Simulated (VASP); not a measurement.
Runs of VASP 6.6.1 on GaAs. The structure is that of space group F-43m (No. 216), or close to it. The cells are those of the table. 

```csv
cell,gap on the mesh (eV),pressure (GPa)
"a = 3.957 Å, angles 60.0°, 2 atoms",0.75,(b)
"a = 4.037 Å, angles 60.0°, 2 atoms",0.30,(a)
"a = 3.916 Å, angles 60.0°, 2 atoms",1.00,8.9
"a = 4.076 Å, angles 60.0°, 2 atoms",(c),-0.5
```

Alike in all rows: task single point; level PBE; potentials or basis VASP PAW PBE potentials, release 64 (Ga_d, As); no spin polarisation; k mesh 6 × 6 × 6; cutoff (eV) 520; smearing gaussian 0.01 eV.

Task: Fill in the values left out.

Result: (a) 1.3; (b) 5.9; (c) 0.09.

A k mesh can miss the band edges, and the runs leave out spin-orbit coupling on As, Ga.
